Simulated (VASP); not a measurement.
Ge:

```
CELL_PARAMETERS angstrom
-2.49590 2.65086 1.43695
2.49590 -2.65086 1.43695
2.49590 2.65086 -1.43695
ATOMIC_POSITIONS crystal
Ge 0.68594 0.93594 0.75000
Ge 0.31406 0.06406 0.25000
```

Base run:

- Program: VASP 6.6.1
- Functional: PBE
- Potentials or basis: VASP PAW PBE potentials, release 64 (Ge_d)
- Cutoff: 520 eV
- k mesh: 15 × 15 × 15
- Occupations: fermi-dirac, width 0.03 eV
- Spin: no spin polarisation

Its results: band gap on the k mesh zero (band 14 reaches 8.92 eV, above the bottom of band 15 at 3.09 eV); pressure 0.9 GPa; largest force 0.040 eV/Å.

Q: The run is repeated on the same cell with these changes: functional from PBE to LDA; potentials or basis from VASP PAW PBE potentials, release 64 (Ge_d) to VASP PAW LDA potentials, release 64 (Ge_d). What comes out?

A: Band gap on the k mesh zero (band 14 reaches 8.62 eV, above the bottom of band 15 at 2.84 eV); pressure -4.3 GPa; largest force 0.050 eV/Å.
